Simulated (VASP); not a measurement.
Here is a VASP 6.6.1 calculation.

INCAR

```
  PREC = Accurate
  ENCUT = 520
  EDIFF = 1E-7
  ISMEAR = -1
  SIGMA = 0.05
  LREAL = F
  LASPH = T
  NELM = 150
  ALGO = Normal
  ISIF = 2
  LWAVE = F
  LCHARG = F
  ISPIN = 2
  MAGMOM = 1.757
  LORBIT = 11
  LMAXMIX = 4
  GGA = RE
  NBANDS = 14
```

The input KPOINTS:

```
Automatic mesh
0
Gamma
  17 17 17
```

POSCAR

```
Co
1.0
    0.0000000000      1.8185198659      1.8185198659
    1.8185198659      0.0000000000      1.8185198659
    1.8185198659      1.8185198659      0.0000000000
Co
1
Direct
    0.0000000000      0.0000000000      0.0000000000
```

Potentials or basis: VASP PAW PBE potentials, release 64 (Co).

Command:

```bash
$ cat potpaw_PBE.64/Co/POTCAR > POTCAR
$ mpirun -np 1 vasp_std > vasp.out
```

(1) Estimate the net moment.

(2) Estimate the pressure.

(3) Predict the site moments.

Results:

(1) 1.71 μB per cell.

(2) -12.9 GPa.

(3) Co +1.75 μB.

Caveat: the PAW data sets were made with another functional, which shifts forces and pressure a little.
